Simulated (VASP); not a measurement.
Write the native input for VASP 6.6.1 that does the following.

| Quantity | Value |
| --- | --- |
| Task | single point |
| Functional | PBEsol |
| Potentials or basis | VASP PAW PBE potentials, release 64 (Y_sv) |
| Cutoff | 520 eV |
| k mesh | 8 × 8 × 5 |
| Occupations | fermi-dirac, width 0.05 eV |
| Spin | no spin polarisation |
| Dipole correction | no |
| Further INCAR settings | ALGO = Normal; EDIFF = 1e-06; NBANDS = 18 |

The structure of Y lies in POSCAR:

```
Y
1.0
    3.2180939131      0.0000000000      0.0000000000
   -1.6090469566      2.7869510805      0.0000000000
    0.0000000000      0.0000000000      5.1395784845
Y
2
Direct
    0.6666666667      0.3333333333      0.7500000000
    0.3333333333      0.6666666667      0.2500000000
```

One way to write it, as run:

INCAR

```
PREC = Accurate
ENCUT = 520
EDIFF = 1E-6
ISMEAR = -1
SIGMA = 0.05
LREAL = False
LASPH = True
NELM = 80
ALGO = Normal
ISIF = 2
LWAVE = False
LCHARG = False
GGA = PS
NBANDS = 18
```

KPOINTS

```
regular mesh
0
Gamma
  8 8 5
```

Potentials or basis: VASP PAW PBE potentials, release 64 (Y_sv).

The run is started by

```sh
$ cat potpaw_PBE.64/Y_sv/POTCAR > POTCAR
$ mpirun -np 1 vasp_std > vasp.out
```

Results of the run:

```json
{"Pressure": "19.7 GPa", "Band gap on the k mesh": "zero (band 11 reaches 6.81 eV, above the bottom of band 12 at 4.45 eV)"}
```

Caveat: the PAW data sets were made with another functional, which shifts forces and pressure a little.

Wall time 12 s on 1 thread of Intel(R) Xeon(R) Platinum 8488C (Sapphire Rapids), on a shared host, peak memory 0.18 GiB.
